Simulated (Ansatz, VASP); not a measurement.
Hg in VASP and in Ansatz

```xyz
1
Lattice="1.7463 1.0082 2.1479 -1.7463 1.0082 2.1479 0.0000 -2.0165 2.1479" Properties=species:S:1:pos:R:3 pbc="T T T"
Hg   -1.7463    1.0082    2.1479
```

Alike in both runs: functional LDA; k mesh 11 × 11 × 11; occupations fermi-dirac, width 0.1 eV; no spin polarisation.

Ansatz relaxed the structure, and its values are those at the end. VASP's run is a single point on that final structure, the one shown.

|  | VASP | Ansatz |
| --- | --- | --- |
| version | VASP 6.6.1 | Ansatz 0.2.0 |
| potentials or method | VASP PAW LDA potentials, release 64 (Hg), cutoff 520 eV | plane waves (420 eV) with PAW, scalar-relativistic |
| valence electrons in the cell | 12 | 20 |

|  | VASP | Ansatz | Ansatz less VASP |
| --- | --- | --- | --- |
| pressure (GPa) | 0.7 | 0.0 | -0.74 |

Ansatz warns that its potentials were made for another functional, while VASP's fit it. LDA's correlation is that of Perdew and Zunger in VASP and of Perdew and Wang (1992) in Ansatz. VASP's potentials hold 12 valence electrons a cell and Ansatz's 20, so a difference there can come from the potentials and not from the codes.

Neither program's run includes spin-orbit coupling.
